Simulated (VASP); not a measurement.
Here is a VASP 6.6.1 calculation.

Contents of INCAR:

```
SYSTEM = TiO
ALGO = Normal ; EDIFF = 1E-6
ENCUT = 520 ; GGA = PS
ISIF = 2 ; ISMEAR = 0
LASPH = .True. ; LCHARG = .True.
LELF = .True. ; LREAL = .False.
LVHAR = .True. ; LWAVE = .False.
NBANDS = 16 ; NELM = 80
PREC = Accurate ; SIGMA = 0.15
```

File KPOINTS:

```
k-points
0
Gamma
  18 18 16
  0 0 0
```

Contents of POSCAR:

```
TiO
1.0
    2.6956000000      0.0000000000      0.0000000000
   -1.3478000000      2.3344580784      0.0000000000
    0.0000000000      0.0000000000      2.4585000000
Ti O
1 1
Direct
    0.6666666667      0.3333333333      0.0000000000
    0.0000000000      0.0000000000      0.5000000000
```

Potentials or basis: VASP PAW PBE potentials, release 64 (Ti_sv, O).

Launch:

```bash
$ cat potpaw_PBE.64/Ti_sv/POTCAR potpaw_PBE.64/O/POTCAR > POTCAR
$ mpirun -np 1 vasp_std > vasp.out
```

Q: Predict the band gap on the k mesh.

A: Zero (bands 9 and 10 overlap by 0.14 eV).

Q: Predict the pressure.

A: 84.8 GPa.

Stress tensor (GPa, compression positive):
```
 61.44   0.00   0.00
  0.00  61.44   0.00
  0.00   0.00 131.53
```

Caveat: the cell stands under pressure; the PAW data sets were made with another functional, which shifts forces and pressure a little; semilocal functionals often make such compounds metallic where correlation or magnetic order opens a gap, which also shifts bond lengths.
